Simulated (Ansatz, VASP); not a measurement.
HfB2 in VASP and in Ansatz

Contents of INCAR:

```
SYSTEM = HfB2
PREC = Accurate
ENCUT = 520
EDIFF = 1E-8
ISMEAR = -1
SIGMA = 0.05
LREAL = .FALSE.
LASPH = .TRUE.
NELM = 80
ALGO = Normal
ISIF = 2
LWAVE = .FALSE.
LCHARG = .FALSE.
GGA = PE
LEFG = .TRUE.
NBANDS = 15
```

The input KPOINTS:

```
regular mesh
0
G
  13 13 11
  0 0 0
```

POSCAR

```
HfB2
1.0
    3.1400001005      0.0000000000      0.0000000000
   -1.5700000503      2.7193198549      0.0000000000
    0.0000000000      0.0000000000      3.3756000000
Hf B
1 2
Direct
    0.0000000000      0.0000000000      0.0000000000
    0.3333333333      0.6666666667      0.5000000000
    0.6666666667      0.3333333333      0.5000000000
```

Input for Ansatz:

```yaml
crystal:
  lattice:
    - [3.1400001005, 0.0, 0.0]
    - [-1.5700000503, 2.7193198549, 0.0]
    - [0.0, 0.0, 3.3756]
  atoms:
    - { symbol: Hf, position: [0.0, 0.0, 0.0] }
    - { symbol: B, position: [0.3333333333, 0.6666666667, 0.5] }
    - { symbol: B, position: [0.6666666667, 0.3333333333, 0.5] }
kpoints:
  mp_grid: { grid: [13, 13, 11] }
scf:
  occupations: { method: fermi_dirac, width: 0.05 }
hamiltonian:
  xc: pbe
  pseudopotentials: { kind: all_electron, datasets: crystal }
output:
  forces: true
  stress: true
  eigenvalues: true
  efg: { contact_densities: true }
```

Change from the starting cell: zz strain of -3 %, crystal datasets.

Alike in both runs: task electric field gradients; functional PBE; k mesh 13 × 13 × 11; occupations fermi-dirac, width 0.05 eV; no spin polarisation.

|  | VASP | Ansatz |
| --- | --- | --- |
| version | VASP 6.6.1 | Ansatz 0.2.0 |
| potentials or method | VASP PAW PBE potentials, release 64 (Hf_pv, B), cutoff 520 eV | all-electron PAW with datasets made for the crystal, scalar-relativistic |

VASP gave:

| Property | Result |
| --- | --- |
| pressure (GPa) | 8.8 |
| traceless stress, the component that is largest in VASP (GPa) | 7.22 |
| size of Vzz on the site where it differs most (V/Å²) | 67.2 |

Problem. Estimate Ansatz's values.

Solution. Pressure (GPa): 9.2; traceless stress, the component that is largest in VASP (GPa): 6.97; size of Vzz on the site where it differs most (V/Å²): 95.9.

Ansatz ran all-electron here, and VASP with PAW potentials.

Spin-orbit coupling is off throughout.
